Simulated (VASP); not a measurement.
A run of VASP 6.6.1:

INCAR

```
SYSTEM = BeS
PREC = Accurate
ENCUT = 520
EDIFF = 1E-8
ISMEAR = -1
SIGMA = 0.05
LREAL = .False.
LASPH = .True.
NELM = 60
ALGO = Normal
ISIF = 2
LWAVE = .False.
LCHARG = .False.
GGA = PE
LEFG = .True.
NBANDS = 11
```

KPOINTS

```
regular mesh
0
Gamma
  12 12 12
  0 0 0
```

POSCAR

```
BeS
1.0
    0.0000000000      2.4376528955      2.4376528955
    2.4376528955      0.0000000000      2.4376528955
    2.4376528955      2.4376528955      0.0000000000
Be S
1 1
Direct
    0.0000000000      0.0000000000      0.0000000000
    0.2500000000      0.2500000000      0.2500000000
```

Potentials or basis: VASP PAW PBE potentials, release 64 (Be, S).

The run is started by

```sh
$ cat potpaw_PBE.64/Be/POTCAR potpaw_PBE.64/S/POTCAR > POTCAR
$ mpirun -np 1 vasp_std > vasp.out
```

Hardware: 1 thread of Intel(R) Xeon(R) Platinum 8559C (Emerald Rapids) (shared host).

**Question.** How long does it take, and how much memory?

**Answer.** Run time: 20 s on 1 thread of Intel(R) Xeon(R) Platinum 8559C (Emerald Rapids) (shared host), peak memory 0.15 GiB. Counts: scf iterations 15, k points 72.
